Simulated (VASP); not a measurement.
Input of a VASP 6.6.1 run:

The input INCAR:

```
SYSTEM = Al2O3
PREC = Accurate
ENCUT = 520
EDIFF = 1E-6
ISMEAR = -1
SIGMA = 0.05
LREAL = .False.
LASPH = .True.
NELM = 60
ALGO = Normal
ISIF = 2
LWAVE = .False.
LCHARG = .False.
GGA = PS
NBANDS = 20
```

The input KPOINTS:

```
regular mesh
0
Gamma
  10 10 4
  0 0 0
```

Contents of POSCAR:

```
Al2O3
1.0
    2.9558839834      0.0000000000      0.0000000000
   -1.4779419917      2.5598706203      0.0000000000
    0.0000000000      0.0000000000      7.4200082063
Al O
2 3
Direct
    0.0000000000      0.0000000000      0.7220490000
    0.0000000000      0.0000000000      0.2779510000
    0.0000000000      0.0000000000      0.5000000000
    0.6666666667      0.3333333333      0.8005460000
    0.3333333333      0.6666666667      0.1994540000
```

Potentials or basis: VASP PAW PBE potentials, release 64 (Al, O).

Command:

```console
$ cat potpaw_PBE.64/Al/POTCAR potpaw_PBE.64/O/POTCAR > POTCAR
$ mpirun -np 1 vasp_std > vasp.out
```

Q: Estimate the largest force.

A: 0.538 eV/Å.

Q: Estimate the pressure.

A: 7.5 GPa.

Q: What does it give for the band gap on the k mesh?

A: 2.63 eV, direct.

Forces in eV/Å, atoms in the order of the input:
```
Al   0.000  0.000  0.538
Al   0.000  0.000 -0.538
O    0.000  0.000  0.000
O    0.000  0.000  0.344
O    0.000  0.000 -0.344
```

Caveat: the PAW data sets were made with another functional, which shifts forces and pressure a little. A k mesh can miss the band edges.
